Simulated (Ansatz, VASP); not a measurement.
**KI: VASP beside Ansatz**

File INCAR:

```
SYSTEM = KI
PREC = Accurate
ENCUT = 520
EDIFF = 1E-6
ISMEAR = 0
SIGMA = 0.05
LREAL = .FALSE.
LASPH = .TRUE.
NELM = 80
ALGO = Normal
ISIF = 2
LWAVE = .FALSE.
LCHARG = .TRUE.
LELF = .TRUE.
LVHAR = .TRUE.
NBANDS = 15
```

The input KPOINTS:

```
regular mesh
0
G
  6 6 6
  0 0 0
```

File POSCAR:

```
KI
1.0
    0.0000000000      3.2744937442      3.4109309835
    3.2744937442      0.0000000000      3.4109309835
    3.2744937442      3.2744937442      0.0000000000
K I
1 1
Direct
   -0.0724142474     -0.0724142474      0.0724142474
    0.5223102777      0.5223102777      0.4776897223
```

Input for Ansatz:

```yaml
crystal:
  lattice:
    - [0.0, 3.2744937442, 3.4109309835]
    - [3.2744937442, 0.0, 3.4109309835]
    - [3.2744937442, 3.2744937442, 0.0]
  atoms:
    - { symbol: K, position: [-0.0724142474, -0.0724142474, 0.0724142474] }
    - { symbol: I, position: [0.5223102777, 0.5223102777, 0.4776897223] }
basis:
  ecutwfc: 420
kpoints:
  mp_grid: { grid: [6, 6, 6] }
hamiltonian:
  xc: lda
  pseudopotentials: { kind: paw }
scf:
  occupations: { method: gaussian, width: 0.05 }
output:
  forces: true
  stress: true
  eigenvalues: true
```

Change from the starting cell: mode 6 frozen in at -0.494 Å, equal normal strain along x and y -0.0400.

Alike in both runs: task single point; functional LDA; k mesh 6 × 6 × 6; occupations gaussian, width 0.05 eV; no spin polarisation.

|  | VASP | Ansatz |
| --- | --- | --- |
| version | VASP 6.6.1 | Ansatz 0.2.0 |
| potentials or method | VASP PAW LDA potentials, release 64 (K_sv, I), cutoff 520 eV | scalar-relativistic, plane waves, PAW |
| valence electrons in the cell | 16 | 26 |

|  | VASP | Ansatz | Ansatz less VASP |
| --- | --- | --- | --- |
| gap on the k mesh at the Fermi level (eV) | 4.16 | 4.15 | -0.008 |
| least direct gap on the mesh (eV) | 4.16 | 4.15 | -0.008 |
| pressure (GPa) | 4.8 | 4.7 | -0.14 |
| traceless stress, the component that is largest in VASP (GPa) | 7.11 | 7.01 | -0.106 |
| rms of the force components (eV/Å) | 1.226 | 1.206 | -0.0197 |

LDA's correlation is that of Perdew and Zunger in VASP and of Perdew and Wang (1992) in Ansatz. Atom by atom the forces differ by 0.020 eV/Å (rms over components). VASP's potentials hold 16 valence electrons a cell and Ansatz's 26, so a difference there can come from the potentials and not from the codes.

Neither program's run includes spin-orbit coupling.
